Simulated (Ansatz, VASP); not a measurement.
# Two plane-wave programs on ZrC

```
Zr C
1.0
     0.00000    2.35021    2.35021
     2.35021    0.00000    2.35021
     2.35021    2.35021    0.00000
Zr C
1 1
Direct
  0.50000 0.50000 0.50000
  0.96011 0.96011 0.03989
```

Change from the starting cell: all C atoms moved +0.188 Å, as atom 2 towards its neighbour atom 1 (Zr) at 2.350 Å.

Alike in both runs: task single point; functional PBE; k mesh 18 × 18 × 18; occupations gaussian, width 0.15 eV; no spin polarisation.

|  | VASP | Ansatz |
| --- | --- | --- |
| version | VASP 6.6.1 | Ansatz 0.2.0 |
| potentials or method | VASP PAW PBE potentials, release 64 (Zr_sv, C), cutoff 520 eV | scalar-relativistic, plane waves, PAW |
| valence electrons in the cell | 16 | 16 |

Ansatz gave:

- gap on the k mesh at the Fermi level (eV): none
- pressure (GPa): 4.0
- traceless stress, the component that is largest in VASP (GPa): 6.42
- rms of the force components (eV/Å): 0.820

Problem. Estimate VASP's values.

Solution. gap on the k mesh at the Fermi level (eV): none; pressure (GPa): 4.3; traceless stress, the component that is largest in VASP (GPa): 6.45; rms of the force components (eV/Å): 0.824.

Atom by atom the forces differ by 0.003 eV/Å (rms over components). A gap of «none» marks a metal or a gap that the smearing closes.
